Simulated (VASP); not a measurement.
# Cu (Cmcm) in VASP: single point with PBE+U

Aim: the single point of Cu with PBE+U.

Program: VASP 6.6.1. These are calculated values, not measurements. Logs are shortened: lines on timing, memory, paths and dates and some standing lists are left out, and cuts for length are marked.

## 1. The cell of the first run

The structure is orthorhombic, space group Cmcm (No. 63). Conventional cell: a = 2.437 Å, b = 7.953 Å, c = 2.475 Å, α = 90.00°, β = 90.00°, γ = 90.00°. Within 3.2 Å of Cu (site symmetry m2m) lie 10 Cu at 2.44 to 2.54 Å.

## 2. Single point, PBE+U

POSCAR

```
Cu
1.0
    1.2184636900     -3.9763780104      0.0000000000
    1.2184636900      3.9763780104      0.0000000000
    0.0000000000      0.0000000000      2.4754955235
Cu
2
Direct
    0.8661333500      0.1338666500      0.7500000000
    0.1338666500      0.8661333500      0.2500000000
```

INCAR.step1

```
SYSTEM = Cu
PREC = Accurate
ENCUT = 520
EDIFF = 1E-6
ISMEAR = -1
SIGMA = 0.05
LREAL = .FALSE.
LASPH = .TRUE.
NELM = 150
ALGO = Fast
ISIF = 2
LWAVE = .FALSE.
LCHARG = .TRUE.
LMAXMIX = 4
LDAU = .TRUE.
LDAUTYPE = 2
LDAUL = 2
LDAUU = 2
LDAUJ = 0
LDAUPRINT = 1
GGA = PE
NBANDS = 18
```

KPOINTS.step1

```
regular mesh
0
G
  11 11 11
  0 0 0
```

INCAR.step2

```
SYSTEM = Cu
PREC = Accurate
ENCUT = 520
EDIFF = 1E-6
ISMEAR = -5
SIGMA = 0.05
LREAL = .FALSE.
LASPH = .TRUE.
NELM = 150
ALGO = Fast
ISIF = 2
LWAVE = .FALSE.
LCHARG = .FALSE.
LMAXMIX = 4
LDAU = .TRUE.
LDAUTYPE = 2
LDAUL = 2
LDAUU = 2
LDAUJ = 0
LDAUPRINT = 1
GGA = PE
LORBIT = 11
NEDOS = 1001
ICHARG = 11
```

KPOINTS.step2

```
regular mesh
0
G
  17 17 17
  0 0 0
```

Potentials or basis: VASP PAW PBE potentials, release 64 (Cu).

Command:

```sh
cat potpaw_PBE.64/Cu/POTCAR > POTCAR
cp INCAR.step1 INCAR
cp KPOINTS.step1 KPOINTS
mpirun -np 1 vasp_std > vasp.out
cp INCAR.step2 INCAR
cp KPOINTS.step2 KPOINTS
mpirun -np 1 vasp_std > vasp.out
```

OUTCAR:

```text
SYSTEM = Cu
   PREC = Accurate
   ENCUT = 520
   EDIFF = 1E-6
   ISMEAR = -5
   LREAL = .FALSE.
   LASPH = .TRUE.
   NELM = 150
   ISIF = 2
   GGA = PE
   LORBIT = 11
   ICHARG = 11

 ion  position               nearest neighbor table
   1  0.866  0.134  0.750-   2 2.46   2 2.46   2 2.54   2 2.54   2 2.54   2 2.54
   2  0.134  0.866  0.250-   1 2.46   1 2.46   1 2.54   1 2.54   1 2.54   1 2.54

  LATTYP: Found a base centered orthorhombic cell.
 ALAT       =     2.4369273800
 B/A-ratio  =     3.2634357864
 C/A-ratio  =     1.0158265461

  Lattice vectors:

 A1 = (   1.2184636900,  -3.9763780104,   0.0000000000)
 A2 = (   1.2184636900,   3.9763780104,   0.0000000000)
 A3 = (   0.0000000000,   0.0000000000,   2.4754955235)

Analysis of symmetry for initial positions (statically):
=====================================================================
 Subroutine PRICEL returns:
 Original cell was already a primitive cell.

 Routine SETGRP: Setting up the symmetry group for a
 base centered orthorhombic supercell.

 Subroutine GETGRP returns: Found  8 space group operations
 (whereof  4 operations were pure point group operations)
 out of a pool of  8 trial point group operations.

The static configuration has the point symmetry C_2h.
 The point group associated with its full space group is D_2h.

Analysis of symmetry for dynamics (positions and initial velocities):
=====================================================================
 Subroutine PRICEL returns:
 Original cell was already a primitive cell.

 Routine SETGRP: Setting up the symmetry group for a
 base centered orthorhombic supercell.

 Subroutine GETGRP returns: Found  8 space group operations
 (whereof  4 operations were pure point group operations)
 out of a pool of  8 trial point group operations.

The dynamic configuration has the point symmetry C_2h.
 The point group associated with its full space group is D_2h.

 Subroutine INISYM returns: Found  8 space group operations
 (whereof  4 operations are pure point group operations),
 and found     1 'primitive' translations

----------------------------------------------------------------------------------------

[... 195 lines left out ...]
  o =  0.9269  v =  0.0000  0.0000 -0.6819 -0.0000 -0.7314  0.0000  0.0000  0.0000  0.0000  0.0000      0.0000  0.0000  0.0000  0.0000  0.0000  0.0000  0.0000  0.0000  0.0000  0.0000
  o =  0.9269  v =  0.0000  0.0000  0.0000  0.0000  0.0000  0.0000  0.0000 -0.6819 -0.0000 -0.7314      0.0000  0.0000  0.0000  0.0000  0.0000  0.0000  0.0000  0.0000  0.0000  0.0000
  o =  0.9332  v =  1.0000  0.0000  0.0000  0.0000  0.0000  0.0000  0.0000  0.0000  0.0000  0.0000      0.0000  0.0000  0.0000  0.0000  0.0000  0.0000  0.0000  0.0000  0.0000  0.0000
  o =  0.9332  v =  0.0000  0.0000  0.0000  0.0000  0.0000  1.0000  0.0000  0.0000  0.0000  0.0000      0.0000  0.0000  0.0000  0.0000  0.0000  0.0000  0.0000  0.0000  0.0000  0.0000
  o =  0.9404  v =  0.0000  0.0000  0.0000  0.0000  0.0000  0.0000 -0.0000 -0.0000  1.0000 -0.0000      0.0000  0.0000  0.0000  0.0000  0.0000  0.0000  0.0000  0.0000  0.0000  0.0000
  o =  0.9404  v =  0.0000 -0.0000 -0.0000  1.0000 -0.0000  0.0000  0.0000  0.0000  0.0000  0.0000      0.0000  0.0000  0.0000  0.0000  0.0000  0.0000  0.0000  0.0000  0.0000  0.0000

 number of electron      21.9999988 magnetization

 Free energy of the ion-electron system (eV)
  ---------------------------------------------------
  ext. energy  EPLUGINS =         0.00000000
  ---------------------------------------------------
  free energy    TOTEN  =        -5.75007616 eV

  energy without entropy =       -5.75007616  energy(sigma->0) =       -5.75007616

 E-fermi :   7.1915     XC(G=0): -12.5568

 val. band max:        7.2465398096   @ k =   0.3529   0.1765   0.1176
 cond. band min:       7.1256332008   @ k =  -0.1176   0.0588   0.0000
 fundamental gap:     -0.1209066088
 Fermi energy:         7.1915036503

 k-point     1 :       0.0000    0.0000    0.0000
  band No.  band energies     occupation
      1      -1.8184      2.00000
      2       1.9953      2.00000
      3       2.6954      2.00000
      4       3.1622      2.00000
      5       3.8606      2.00000
      6       4.1205      2.00000
      7       4.5267      2.00000
      8       4.8370      2.00000
      9       5.0094      2.00000
     10       5.1495      2.00000
     11       5.4468      2.00000
     12       7.3582      0.00253
     13      12.0592      0.00000
     14      22.1979      0.00000
[... 401 lines left out ...]
      2       2.0280      2.00000
      3       2.7109      2.00000
      4       3.2193      2.00000
      5       3.8950      2.00000
      6       4.0963      2.00000
      7       4.4123      2.00000
      8       4.7735      2.00000
      9       4.9694      2.00000
     10       5.1327      2.00000
     11       5.4149      2.00000
     12       7.1256      0.91615
     13      12.7305      0.00000
     14      22.4294      0.00000
     15      23.6397      0.00000

 [... further k-points ...]

------------------------ aborting loop because EDIFF is reached ----------------------------------------

  FORCE on cell =-STRESS in cart. coord.  units (eV):
  Direction    XX          YY          ZZ          XY          YZ          ZX
  --------------------------------------------------------------------------------------
  -------------------------------------------------------------------------------------
  Total        0.9103700      0.9094195      1.0609433      0.0000000      0.0000000      0.0000000
  in kB       60.8045577     60.7410744     70.8615027      0.0000000      0.0000000      0.0000000
  external PRESSURE =      64.1357116 kB  Pullay stress =       0.0000000 kB

 VOLUME and BASIS-vectors are now :
 -----------------------------------------------------------------------------
  energy-cutoff  :      520.00
  volume of cell :       23.99
      direct lattice vectors                 reciprocal lattice vectors
     1.218463690 -3.976378010  0.000000000     0.410352811 -0.125742572  0.000000000
     1.218463690  3.976378010  0.000000000     0.410352811  0.125742572  0.000000000
     0.000000000  0.000000000  2.475495523     0.000000000  0.000000000  0.403959527

 POSITION                                       TOTAL-FORCE (eV/Angst)
 -----------------------------------------------------------------------------------
      1.21846     -2.91177      1.85662         0.000000     -0.035492     -0.000000
      1.21846      2.91177      0.61887         0.000000      0.035492      0.000000
 -----------------------------------------------------------------------------------
    total drift:                                0.000000      0.000000      0.000000

  FREE ENERGIE OF THE ION-ELECTRON SYSTEM (eV)
  ---------------------------------------------------
  free  energy   TOTEN  =        -5.7500761560 eV

  energy  without entropy=       -5.7500761560  energy(sigma->0) =       -5.75007616

 total charge

# of ion       s       p       d       tot
------------------------------------------
    1        0.456   0.361   9.256  10.073
    2        0.456   0.361   9.256  10.073
--------------------------------------------------
tot          0.912   0.722  18.513  20.146
```

Wall time 94 s (1 thread of Intel Xeon 6975P-C (Granite Rapids), shared host); peak memory 0.34 GiB.

Results:

```yaml
Valence_electrons_inside_the_program's_atomic_spheres: Cu 10.07
```

Levels at points of the mesh, in eV from the Fermi level:
| k point | band 9 | band 10 | band 11 | band 12 | band 13 | band 14 |
| --- | --- | --- | --- | --- | --- | --- |
| (0.00, 0.00, 0.00) | -2.18 | -2.04 | -1.74 | 0.17 | 4.87 | 15.01 |

Eigenvalues of the final occupation matrices:
| site | spin | trace | eigenvalues |
| --- | --- | --- | --- |
| site 1 d | 1 | 4.64 | 0.92 0.92 0.93 0.93 0.94 |
| site 1 d | 2 | 4.64 | 0.92 0.92 0.93 0.93 0.94 |
| site 2 d | 1 | 4.64 | 0.92 0.92 0.93 0.93 0.94 |
| site 2 d | 2 | 4.64 | 0.92 0.92 0.93 0.93 0.94 |

Caveat: U without spin polarisation on a metal has little footing; the U is typed as a test and isn't derived for this compound.
